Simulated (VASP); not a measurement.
CaO:

```
CELL_PARAMETERS angstrom
0.00000 2.40650 2.40650
2.40650 0.00000 2.40650
2.40650 2.40650 0.00000
ATOMIC_POSITIONS crystal
Ca 0.00000 0.00000 0.00000
O 0.50000 0.50000 0.50000
```

* Program: VASP 6.6.1
* Task: relaxation of volume and atoms at fixed shape
* Functional: PBEsol
* Potentials or basis: VASP PAW PBE potentials, release 64 (Ca_sv, O)
* Cutoff: 600 eV
* k mesh: 6 × 6 × 6
* Occupations: gaussian, width 0.01 eV
* Spin: no spin polarisation

At the start: pressure -2.6 GPa; volume 13.94 Å³/atom.

Question: Where does the relaxation end?

Answer: Over 3 steps the energy falls by 2.8 meV/atom and the volume is 13.61 Å³/atom (-2.4 %); space group Fm-3m (No. 225, to 0.1 Å) before and after.

Step by step:
```
step  energy change (eV)  largest force (eV/Å)  pressure (GPa)  volume (Å³)
   1              0.0000                0.0000           -2.62        27.87
   2             -0.0047                0.0000            1.08        26.96
   3             -0.0055                0.0000            0.00        27.21
```

Final structure:
```
CELL_PARAMETERS angstrom
0.00000 2.38736 2.38736
2.38736 0.00000 2.38736
2.38736 2.38736 0.00000
ATOMIC_POSITIONS crystal
Ca 0.00000 0.00000 0.00000
O 0.50000 0.50000 0.50000
```

Caveat: the PAW data sets were made with another functional, which shifts forces and pressure a little.
